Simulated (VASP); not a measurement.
# Bi2Se3 (R-3m) in VASP: further runs

Runs on Bi2Se3. Level: PBE. Tasks: single point.

Everything below comes from runs of VASP 6.6.1. Logs are shortened: lines on timing, memory, paths and dates and some standing lists are left out, and cuts for length are marked.

### 1 The cell of the first run

The structure is trigonal, space group R-3m (No. 166). The conventional cell has a = 4.083 Å, b = 4.083 Å, c = 29.737 Å, α = 90.00°, β = 90.00°, γ = 120.00°. Bi (site symmetry 3m) has 6 Se at 2.79 to 3.00 Å within 3.7 Å. Se (site symmetry -3m) has 6 Bi at 3.00 Å within 3.9 Å. Se (site symmetry 3m) has 3 Bi at 2.79 Å within 3.7 Å.

### 2 Single point, PBE (strain -0.025 along x and y, -0.050 along z)

INCAR reads:

```
PREC = Accurate ; ENCUT = 520
EDIFF = 1E-7 ; ISMEAR = 0
SIGMA = 0.05 ; LREAL = False
LASPH = True ; NELM = 60
ALGO = Normal ; ISIF = 2
LWAVE = False ; LCHARG = False
GGA = PE ; NBANDS = 32
```

KPOINTS reads:

```
Automatic mesh
0
Gamma
  6 6 6
```

POSCAR reads:

```
Bi2Se3
1.0
    2.0413150769      1.1785538091      9.9123281612
   -2.0413150769      1.1785538091      9.9123281612
    0.0000000000     -2.3571076182      9.9123281612
Bi Se
2 3
Direct
    0.3955941725      0.3955941725      0.3955941725
    0.6044058275      0.6044058275      0.6044058275
    0.0000000000      0.0000000000      0.0000000000
    0.2210304535      0.2210304535      0.2210304535
    0.7789695465      0.7789695465      0.7789695465
```

Potentials or basis: VASP PAW PBE potentials, release 64 (Bi_d, Se).

On the command line:

```bash
$ cat potpaw_PBE.64/Bi_d/POTCAR potpaw_PBE.64/Se/POTCAR > POTCAR
$ mpirun -np 1 vasp_std > vasp.out
```

OUTCAR:

```text
PREC = Accurate
   ENCUT = 520
   EDIFF = 1E-7
   ISMEAR = 0
   LREAL = False
   LASPH = True
   NELM = 60
   ISIF = 2
   GGA = PE

 ion  position               nearest neighbor table
   1  0.396  0.396  0.396-   5 2.79   5 2.79   5 2.79   3 3.00   3 3.00   3 3.00
   2  0.604  0.604  0.604-   4 2.79   4 2.79   4 2.79   3 3.00   3 3.00   3 3.00
   3  0.000  0.000  0.000-   2 3.00   1 3.00   2 3.00   2 3.00   1 3.00   1 3.00
   4  0.221  0.221  0.221-   2 2.79   2 2.79   2 2.79
   5  0.779  0.779  0.779-   1 2.79   1 2.79   1 2.79

  LATTYP: Found a trigonal (rhomboedric) cell.
 ALAT       =    10.1887293565
 COS(alpha) =     0.9197195072

  Lattice vectors:

 A1 = (   2.0413150769,   1.1785538091,   9.9123281612)
 A2 = (  -2.0413150769,   1.1785538091,   9.9123281612)
 A3 = (   0.0000000000,  -2.3571076182,   9.9123281612)

Analysis of symmetry for initial positions (statically):
=====================================================================
 Subroutine PRICEL returns:
 Original cell was already a primitive cell.

 Routine SETGRP: Setting up the symmetry group for a
 trigonal (rhombohedral) supercell.

 Subroutine GETGRP returns: Found 12 space group operations
 (whereof 12 operations were pure point group operations)
 out of a pool of 12 trial point group operations.

The static configuration has the point symmetry D_3d.

Analysis of symmetry for dynamics (positions and initial velocities):
=====================================================================
 Subroutine PRICEL returns:
 Original cell was already a primitive cell.

 Routine SETGRP: Setting up the symmetry group for a
 trigonal (rhombohedral) supercell.

 Subroutine GETGRP returns: Found 12 space group operations
 (whereof 12 operations were pure point group operations)
 out of a pool of 12 trial point group operations.

The dynamic configuration has the point symmetry D_3d.

 Subroutine INISYM returns: Found 12 space group operations
 (whereof 12 operations are pure point group operations),
 and found     1 'primitive' translations

----------------------------------------------------------------------------------------

                                     Primitive cell

  volume of cell :     143.0825

  direct lattice vectors                    reciprocal lattice vectors
     2.041315077  1.178553809  9.912328161     0.244940140  0.141416256  0.033628158
    -2.041315077  1.178553809  9.912328161    -0.244940140  0.141416256  0.033628158
     0.000000000 -2.357107618  9.912328161     0.000000000 -0.282832511  0.033628158

  length of vectors
    10.188729356 10.188729356 10.188729356     0.284824652  0.284824652  0.284824652

  position of ions in fractional coordinates (direct lattice)
     0.395594172  0.395594172  0.395594172
     0.604405828  0.604405828  0.604405828
     0.000000000  0.000000000  0.000000000
     0.221030453  0.221030453  0.221030453
     0.778969547  0.778969547  0.778969547

  ion indices of the primitive-cell ions
   primitive index   ion index
                 1           1
                 2           2
                 3           3
                 4           4
                 5           5

----------------------------------------------------------------------------------------

 KPOINTS: Automatic mesh

Automatic generation of k-mesh.
 Grid dimensions read from file:
 generate k-points for:    6    6    6

 Generating k-lattice:

  Cartesian coordinates                     Fractional coordinates (reciprocal lattice)
     0.040823357  0.023569376  0.005604693     0.166666667  0.000000000  0.000000000
    -0.040823357  0.023569376  0.005604693     0.000000000  0.166666667  0.000000000
     0.000000000 -0.047138752  0.005604693     0.000000000  0.000000000  0.166666667

  Length of vectors
     0.047470775  0.047470775  0.047470775

  Shift w.r.t. Gamma in fractional coordinates (k-lattice)
     0.000000000  0.000000000  0.000000000

 Subroutine IBZKPT returns following result:
 ===========================================

 Found     32 irreducible k-points:

 Following reciprocal coordinates:
            Coordinates               Weight
  0.000000  0.000000  0.000000      1.000000
  0.166667  0.000000  0.000000      6.000000
  0.333333  0.000000  0.000000      6.000000
  0.500000  0.000000  0.000000      3.000000
  0.166667  0.166667  0.000000      6.000000
  0.333333  0.166667  0.000000     12.000000
[... 16 lines left out ...]
  0.500000  0.500000  0.166667      6.000000
 -0.333333  0.500000  0.166667     12.000000
 [... further k-points ...]
   k-points           NKPTS =     32   k-points in BZ     NKDIM =     32   number of bands    NBANDS=     32
   number of dos      NEDOS =    301   number of ions     NIONS =      5
   total plane-waves  NPLWV = 512000
   dimension x,y,z NGX =    80 NGY =   80 NGZ =   80
   dimension x,y,z NGXF=   160 NGYF=  160 NGZF=  160
   ions per type =               2   3
   NGX,Y,Z   is equivalent  to a cutoff of  13.05, 13.05, 13.05 a.u.
   NGXF,Y,Z  is equivalent  to a cutoff of  26.11, 26.11, 26.11 a.u.
 SYSTEM =  unknown system
   PREC   = accura    normal or accurate (medium, high low for compatibility)
   ISTART =      0    job   : 0-new  1-cont  2-samecut
   ICHARG =      2    charge: 1-file 2-atom 10-const
   ISPIN  =      1    spin polarized calculation?
   LNONCOLLINEAR =      F non collinear calculations
   LSORBIT =      F    spin-orbit coupling
   LASPH  =      T    aspherical Exc in radial PAW
   ENCUT  =  520.0 eV  38.22 Ry    6.18 a.u.  18.94 18.94 18.94*2*pi/ulx,y,z
   NELM   =     60;   NELMIN=  2; NELMDL= -5     # of ELM steps
   EDIFF  = 0.1E-06   stopping-criterion for ELM
   LREAL  =      F    real-space projection
   EDIFFG = 0.1E-05   stopping-criterion for IOM
   NSW    =      0    number of steps for IOM
   IBRION =     -1    ionic relax: 0-MD 1-quasi-New 2-CG
   NFREE  =      0    steps in history (QN), initial steepest desc. (CG)
   ISIF   =      2    stress and relaxation
   ISYM   =      2    0-nonsym 1-usesym 2-fastsym
   POTIM  = 0.5000    time-step for ionic-motion
   TEBEG  =    0.0;   TEEND  =   0.0 temperature during run
   PSTRESS=    0.0 pullay stress
   NELECT =      48.0000    total number of electrons
   NUPDOWN=      -1.0000    fix difference up-down
   EMIN   =  10.00;   EMAX   =-10.00  energy-range for DOS
   EFERMI =   0.00;   METHOD = LEGACY
   ISMEAR =     0;   SIGMA  =   0.05  broadening in eV -4-tet -1-fermi 0-gaus
   EFERMI_NEDOS =   21; number of points for ismear=-14 and -15
   IALGO  =     38    algorithm
   IMIX   =      4    mixing-type and parameters
     AMIX     =   0.40;   BMIX     =  1.00
     AMIX_MAG =   1.60;   BMIX_MAG =  1.00
  volume/ion in A,a.u.               =      28.62       193.11
  Fermi-wavevector in a.u.,A,eV,Ry     =   1.137522  2.149605 17.605343  1.293956
  Thomas-Fermi vector in A             =   2.274227
   LORBIT       =      0    0 simple, 1 ext, 2 COOP (PROOUT), +10 PAW based schemes
   GGA     = PE    functional components
   LHFCALC =     F    Hartree Fock is set to
   AEXX    =    0.0000 exact exchange contribution
   IVDW    =     0    specifies the selected vdW correction
   LEPSILON=     F    determine dielectric tensor
   LRPA    =     F    only Hartree local field effects (RPA)
 non-spin polarized calculation
 Gauss-broadening in eV      SIGMA  =   0.05
  energy-cutoff  :      520.00
  volume of cell :      143.08
 maximum number of plane-waves:      3875
 NGX is ok and might be reduce to    80
   NGX = 37   NGY = 37   NGZ = 37

 number of electron      47.9999999 magnetization

 Free energy of the ion-electron system (eV)
  ---------------------------------------------------
  ext. energy  EPLUGINS =         0.00000000
  ---------------------------------------------------
  free energy    TOTEN  =       -19.93975808 eV

  energy without entropy =      -19.93975808  energy(sigma->0) =      -19.93975808

 E-fermi :   4.7759     XC(G=0):  -9.3408

 val. band max:        4.5032019834   @ k =   0.5000   0.5000   0.3333
 cond. band min:       5.0679333212   @ k =   0.0000   0.0000   0.0000
 fundamental gap:      0.5647313377
 Fermi energy:         4.7758514563

 k-point     1 :       0.0000    0.0000    0.0000
  band No.  band energies     occupation
      1     -18.2547      2.00000
      2     -18.2547      2.00000
      3     -18.2512      2.00000
      4     -18.2512      2.00000
      5     -18.2438      2.00000
      6     -18.2408      2.00000
[... 24 lines left out ...]
     31      10.8564      0.00000
     32      11.6421      0.00000

 k-point     2 :       0.1667    0.0000    0.0000
  band No.  band energies     occupation
      1     -18.2617      2.00000
      2     -18.2570      2.00000
      3     -18.2486      2.00000
      4     -18.2454      2.00000
      5     -18.2395      2.00000
      6     -18.2366      2.00000
[... 24 lines left out ...]
     31      10.0717      0.00000
     32      10.9848      0.00000

 k-point     3 :       0.3333    0.0000    0.0000
  band No.  band energies     occupation
      1     -18.2775      2.00000
      2     -18.2699      2.00000
      3     -18.2440      2.00000
      4     -18.2430      2.00000
      5     -18.2385      2.00000
      6     -18.2359      2.00000
[... 24 lines left out ...]
     31       9.6757      0.00000
     32      11.6301      0.00000

 k-point     4 :       0.5000    0.0000    0.0000
  band No.  band energies     occupation
      1     -18.2859      2.00000
      2     -18.2767      2.00000
      3     -18.2457      2.00000
      4     -18.2445      2.00000
      5     -18.2385      2.00000
      6     -18.2371      2.00000
[... 654 lines left out ...]
     31       9.5758      0.00000
     32      11.7440      0.00000

 k-point    23 :       0.5000    0.5000    0.1667
  band No.  band energies     occupation
      1     -18.2775      2.00000
      2     -18.2700      2.00000
      3     -18.2440      2.00000
      4     -18.2430      2.00000
      5     -18.2385      2.00000
      6     -18.2359      2.00000
[... 24 lines left out ...]
     31       9.5352      0.00000
     32      11.2888      0.00000

 k-point    24 :      -0.3333    0.5000    0.1667
  band No.  band energies     occupation
      1     -18.2772      2.00000
      2     -18.2704      2.00000
      3     -18.2501      2.00000
      4     -18.2417      2.00000
      5     -18.2394      2.00000
      6     -18.2336      2.00000
[... 24 lines left out ...]
     31      10.0968      0.00000
     32      11.3801      0.00000

 [... further k-points ...]

------------------------ aborting loop because EDIFF is reached ----------------------------------------

  FORCE on cell =-STRESS in cart. coord.  units (eV):
  Direction    XX          YY          ZZ          XY          YZ          ZX
  --------------------------------------------------------------------------------------
  -------------------------------------------------------------------------------------
  Total        5.7390271      5.7390271      6.1475905      0.0000000      0.0000000      0.0000000
  in kB       64.2632187     64.2632187     68.8381404      0.0000000      0.0000000      0.0000000
  external PRESSURE =      65.7881926 kB  Pullay stress =       0.0000000 kB

 VOLUME and BASIS-vectors are now :
 -----------------------------------------------------------------------------
  energy-cutoff  :      520.00
  volume of cell :      143.08
      direct lattice vectors                 reciprocal lattice vectors
     2.041315077  1.178553809  9.912328161     0.244940140  0.141416256  0.033628158
    -2.041315077  1.178553809  9.912328161    -0.244940140  0.141416256  0.033628158
     0.000000000 -2.357107618  9.912328161     0.000000000 -0.282832511  0.033628158

 POSITION                                       TOTAL-FORCE (eV/Angst)
 -----------------------------------------------------------------------------------
      0.00000      0.00000     11.76378         0.000000      0.000000     -0.254204
      0.00000      0.00000     17.97321         0.000000      0.000000      0.254204
      0.00000      0.00000      0.00000         0.000000      0.000000     -0.000000
      0.00000      0.00000      6.57278         0.000000     -0.000000     -1.009487
      0.00000      0.00000     23.16421         0.000000      0.000000      1.009487
 -----------------------------------------------------------------------------------
    total drift:                                0.000000     -0.000000      0.000000

  FREE ENERGIE OF THE ION-ELECTRON SYSTEM (eV)
  ---------------------------------------------------
  free  energy   TOTEN  =       -19.9397580830 eV

  energy  without entropy=      -19.9397580830  energy(sigma->0) =      -19.93975808
```

Run time: 8.9 min. Hardware: 1 thread of Intel Xeon 6975P-C (Granite Rapids), shared host; peak memory 0.93 GiB.

Results:

```yaml
Free_energy: -19.9398 eV
Pressure: 6.6 GPa
Largest_force: 1.009 eV/Å
Band_gap_on_the_k_mesh: 0.56 eV (least direct gap 0.60 eV)
```

Forces on the atoms (eV/Å):
```
Bi   0.000  0.000 -0.254
Bi   0.000  0.000  0.254
Se   0.000  0.000  0.000
Se   0.000  0.000 -1.009
Se   0.000  0.000  1.009
```

Stress tensor (GPa, compression positive):
```
6.43 0.00 0.00
0.00 6.43 0.00
0.00 0.00 6.88
```

Levels at points of the mesh, in eV from the valence-band top:
| k point | band 21 | band 22 | band 23 | band 24 | band 25 | band 26 | band 27 | band 28 |
| --- | --- | --- | --- | --- | --- | --- | --- | --- |
| (0.00, 0.00, 0.00) | -1.49 | -1.03 | -1.03 | -0.04 | 0.56 | 1.88 | 1.88 | 2.52 |
| (0.50, 0.00, 0.00) | -2.36 | -1.45 | -1.08 | -0.47 | 1.37 | 2.69 | 3.52 | 3.52 |
| (0.50, 0.50, 0.00) | -1.77 | -1.33 | -1.23 | -0.77 | 1.71 | 2.63 | 2.99 | 3.59 |
| (0.50, 0.50, 0.50) | -1.09 | -1.09 | -1.04 | -0.23 | 0.66 | 1.99 | 1.99 | 2.53 |

Caveat: the cell differs from its parent crystal (strain -0.025 along x and y, -0.050 along z); the cell stands under pressure; spin-orbit coupling is left out, which moves the levels of the heavy elements; forces of over 1 eV/Å act on the atoms, so gaps and moduli don't describe the material at rest. A k mesh can miss the band edges.

### 3 Single point, PBE (strain -0.050 along x and y, +0.025 along z)

INCAR reads:

```
SYSTEM = Bi2Se3
PREC     = Accurate       ! precision mode
ENCUT    = 520            ! plane-wave cutoff, eV
EDIFF    = 1E-7           ! SCF threshold, eV
ISMEAR   = 0              ! smearing method
SIGMA    = 0.05           ! smearing width, eV
LREAL    = .False.        ! projectors in reciprocal space
LASPH    = .True.         ! aspherical terms in the spheres
NELM     = 100            ! most SCF steps
ALGO     = Normal         ! electronic algorithm
ISIF     = 2              ! what is computed and relaxed
LWAVE    = .False.        ! write WAVECAR
LCHARG   = .False.        ! write CHGCAR
GGA      = PE             ! functional
NBANDS   = 32             ! bands
```

KPOINTS reads:

```
regular mesh
0
Gamma
  6 6 6
  0 0 0
```

POSCAR, as its differences from that of step 2:

```diff
@@ -2,5 +2,5 @@
 1.0
-    2.0413150769      1.1785538091      9.9123281612
-   -2.0413150769      1.1785538091      9.9123281612
-    0.0000000000     -2.3571076182      9.9123281612
+    1.9889736646      1.1483344807     10.6948803845
+   -1.9889736646      1.1483344807     10.6948803845
+    0.0000000000     -2.2966689614     10.6948803845
 Bi Se
```

Potentials or basis: VASP PAW PBE potentials, release 64 (Bi_d, Se).

On the command line:

```bash
$ cat potpaw_PBE.64/Bi_d/POTCAR potpaw_PBE.64/Se/POTCAR > POTCAR
$ mpirun -np 1 vasp_std > vasp.out
```

Wall time 16 min (1 thread of Intel Xeon 6975P-C (Granite Rapids), shared host); peak memory 1.1 GiB.

Results (log left out):

| Property | Result |
| --- | --- |
| Free energy | -19.9838 eV |
| Pressure | 5.0 GPa |
| Largest force | 0.507 eV/Å |
| Band gap on the k mesh | 0.97 eV |

Forces on the atoms (eV/Å):
```
Bi   0.000  0.000 -0.331
Bi   0.000  0.000  0.331
Se   0.000  0.000  0.000
Se   0.000  0.000 -0.507
Se   0.000  0.000  0.507
```

Stress tensor (GPa, compression positive):
```
6.07 0.00 0.00
0.00 6.07 0.00
0.00 0.00 2.72
```

Levels at points of the mesh, in eV from the valence-band top:
```tsv
k point	band 21	band 22	band 23	band 24	band 25	band 26	band 27	band 28
(0.00, 0.00, 0.00)	-1.25	-0.74	-0.74	0.00	0.97	2.17	2.17	2.77
(0.50, 0.00, 0.00)	-2.49	-1.79	-1.03	-0.67	1.30	2.54	2.67	3.24
(0.50, 0.50, 0.00)	-2.09	-1.55	-1.11	-1.09	1.46	2.15	2.73	3.30
(0.50, 0.50, 0.50)	-0.79	-0.76	-0.76	-0.59	1.10	2.23	2.23	2.77
```

Caveat: the cell differs from its parent crystal (strain -0.050 along x and y, +0.025 along z); the cell stands under pressure; spin-orbit coupling is left out, which moves the levels of the heavy elements. A k mesh can miss the band edges.

### 4 Single point, PBE (strain -0.025 along x and y, -0.025 along z)

INCAR reads:

```
SYSTEM = Bi2Se3
ALGO = Normal
EDIFF = 1E-6
ENCUT = 520
GGA = PE
ISIF = 2
ISMEAR = 0
LASPH = .True.
LCHARG = .False.
LREAL = .False.
LWAVE = .False.
NBANDS = 32
NELM = 60
PREC = Accurate
SIGMA = 0.05
```

KPOINTS reads:

```
k-points
0
Gamma
  6 6 6
  0 0 0
```

POSCAR, as its differences from that of step 3:

```diff
@@ -2,5 +2,5 @@
 1.0
-    1.9889736646      1.1483344807     10.6948803845
-   -1.9889736646      1.1483344807     10.6948803845
-    0.0000000000     -2.2966689614     10.6948803845
+    2.0413150769      1.1785538091     10.1731789023
+   -2.0413150769      1.1785538091     10.1731789023
+    0.0000000000     -2.3571076182     10.1731789023
 Bi Se
```

On the command line:

```bash
$ cat potpaw_PBE.64/Bi_d/POTCAR potpaw_PBE.64/Se/POTCAR > POTCAR
$ mpirun -np 1 vasp_std > vasp.out
```

Wall time 8.1 min (1 thread of Intel Xeon 6975P-C (Granite Rapids), shared host); peak memory 0.93 GiB.

Results (log left out):

- Free energy: -20.0742 eV
- Pressure: 4.7 GPa
- Largest force: 0.694 eV/Å
- Band gap on the k mesh: 0.68 eV (least direct gap 0.71 eV)

Forces on the atoms (eV/Å):
```
Bi   0.000  0.000 -0.221
Bi   0.000  0.000  0.221
Se   0.000  0.000  0.000
Se   0.000  0.000 -0.694
Se   0.000  0.000  0.694
```

Stress tensor (GPa, compression positive):
```
4.80 0.00 0.00
0.00 4.80 0.00
0.00 0.00 4.51
```

Levels at points of the mesh, in eV from the valence-band top:
| k point | band 22 | band 23 | band 24 | band 25 | band 26 | band 27 |
| --- | --- | --- | --- | --- | --- | --- |
| (0.00, 0.00, 0.00) | -0.91 | -0.91 | -0.02 | 0.68 | 1.97 | 1.97 |
| (0.50, 0.00, 0.00) | -1.47 | -1.02 | -0.50 | 1.39 | 2.65 | 3.27 |
| (0.50, 0.50, 0.00) | -1.29 | -1.14 | -0.85 | 1.69 | 2.51 | 2.91 |
| (0.50, 0.50, 0.50) | -0.96 | -0.95 | -0.30 | 0.80 | 2.06 | 2.06 |

Caveat: the cell differs from its parent crystal (strain -0.025 along x and y, -0.025 along z); the cell stands under pressure; spin-orbit coupling is left out, which moves the levels of the heavy elements.

### 5 Overview

| cell | gap on the mesh (eV) | pressure (GPa) | largest force (eV/Å) |
| --- | --- | --- | --- |
| a = 10.189 Å, angles 23.1°, 5 atoms | 0.56 | 6.6 | 1.01 |
| a = 10.939 Å, angles 21.0°, 5 atoms | 0.97 | 5.0 | 0.51 |
| a = 10.443 Å, angles 22.5°, 5 atoms | 0.68 | 4.7 | 0.69 |

Alike in all rows: task single point; level PBE; potentials or basis VASP PAW PBE potentials, release 64 (Bi_d, Se); no spin polarisation; k mesh 6 × 6 × 6; cutoff (eV) 520; smearing gaussian 0.05 eV.

Caveats: the cell stands under pressure; spin-orbit coupling is left out, which moves the levels of the heavy elements; forces of over 1 eV/Å act on the atoms, so gaps and moduli don't describe the material at rest (at least some runs).

Absolute energies hang on the potentials; compare differences alone.
